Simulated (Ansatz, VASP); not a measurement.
**Two plane-wave programs on La**

The input INCAR:

```
  PREC = Accurate
  ENCUT = 520
  EDIFF = 1E-6
  ISMEAR = -1
  SIGMA = 0.08
  LREAL = False
  LASPH = True
  NELM = 100
  ALGO = Normal
  ISIF = 2
  LWAVE = False
  LCHARG = False
  GGA = PE
  NBANDS = 12
```

File KPOINTS:

```
regular mesh
0
Gamma
  12 12 11
```

POSCAR

```
La
1.0
    3.3878002428      0.0000000000      0.0000000000
   -1.6939001214      2.9339210732      0.0000000000
    0.0000000000      0.0000000000      3.3455086990
La
1
Direct
    0.0000000000      0.0000000000      0.0000000000
```

Input for Ansatz:

```yaml
crystal:
  lattice:
    - [3.3878002428, 0.0, 0.0]
    - [-1.6939001214, 2.9339210732, 0.0]
    - [0.0, 0.0, 3.345508699]
  atoms:
    - { symbol: La, position: [0.0, 0.0, 0.0] }
kpoints:
  mp_grid: { grid: [12, 12, 11] }
scf:
  occupations: { method: fermi_dirac, width: 0.08 }
hamiltonian:
  xc: pbe
  pseudopotentials: { kind: paw }
output:
  forces: true
  stress: true
  eigenvalues: true
  populations: true
  write_density: true
  write_potential: true
  elf: true
  volumetric_format: npy
```

Change from the starting cell: volume scaled by 0.9, PAW files.

Alike in both runs: task single point; functional PBE; k mesh 12 × 12 × 11; occupations fermi-dirac, width 0.08 eV; no spin polarisation.

|  | VASP | Ansatz |
| --- | --- | --- |
| version | VASP 6.6.1 | Ansatz 0.2.0 |
| potentials or method | VASP PAW PBE potentials, release 64 (La) | PAW with Ansatz's default frozen-core files, scalar-relativistic |
| plane-wave cutoff (eV) | 520 | 420 |
| valence electrons in the cell | 11 | 11 |

```csv
,VASP,Ansatz,Ansatz less VASP
pressure (GPa),3.1,3.1,-0.03
```

Spin-orbit coupling is off throughout.
